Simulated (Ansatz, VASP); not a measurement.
InSb: VASP beside Ansatz

```
CELL_PARAMETERS angstrom
2.91474 0.00000 0.00000
0.00000 3.03619 0.00000
0.00000 0.00000 6.34021
ATOMIC_POSITIONS crystal
In 0.00000 0.00000 0.00000
Sb 0.00000 0.00000 0.50000
```

Change from the starting cell: normal strain along x -0.0400, normal strain along z +0.0400.

Alike in both runs: task single point; functional PBEsol; k mesh 14 × 14 × 8; occupations gaussian, width 0.15 eV; no spin polarisation.

|  | VASP | Ansatz |
| --- | --- | --- |
| version | VASP 6.6.1 | Ansatz 0.2.0 |
| potentials or method | VASP PAW PBE potentials, release 64 (In_d, Sb), cutoff 500 eV | scalar-relativistic, plane waves, PAW |
| valence electrons in the cell | 18 | 28 |

```csv
,VASP,Ansatz,Ansatz less VASP
gap on the k mesh at the Fermi level (eV),none,none,-
pressure (GPa),0.7,0.7,-0.06
"traceless stress, the component that is largest in VASP (GPa)",-3.86,-3.82,+0.041
```

VASP's potentials were made for PBE, not for PBEsol, and Ansatz warns of the same on its side. A gap of «none» marks a metal or a gap that the smearing closes. The functional is the same, so the differences come from potentials, cutoffs and numerics. VASP's potentials hold 18 valence electrons a cell and Ansatz's 28, so a difference there can come from the potentials and not from the codes.

Spin-orbit coupling is off throughout.
